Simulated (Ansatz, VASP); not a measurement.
One calculation of B5Br3, two programs

```
B Br
1.0
     4.75555    0.00000    0.00000
     0.00000    4.75555    0.00000
     0.00000    0.00000    4.75555
B Br
5 3
Cartesian
  0.0000 2.3778 2.3778
  2.3778 0.0000 2.3778
  2.3778 2.3778 0.0000
  0.0000 0.0000 0.0000
  2.3778 2.3778 2.3778
  2.3778 0.0000 0.0000
  0.0000 2.3778 0.0000
  0.0000 0.0000 2.3778
```

Alike in both runs: functional PBE; k mesh 8 × 8 × 8; occupations gaussian, width 0.1 eV; no spin polarisation.

Ansatz relaxed the structure, and its values are those at the end. VASP's run is a single point on that final structure, the one shown.

```csv
,VASP,Ansatz
version,VASP 6.6.1,Ansatz 0.2.0
potentials or method,"VASP PAW PBE potentials, release 64 (B, Br), cutoff 520 eV","scalar-relativistic, plane waves, PAW"
valence electrons in the cell,36,36
```

```csv
,VASP,Ansatz,Ansatz less VASP
gap on the k mesh at the Fermi level (eV),none,none,-
pressure (GPa),0.0,0.0,0.00
```

A gap of «none» marks a metal or a gap that the smearing closes.
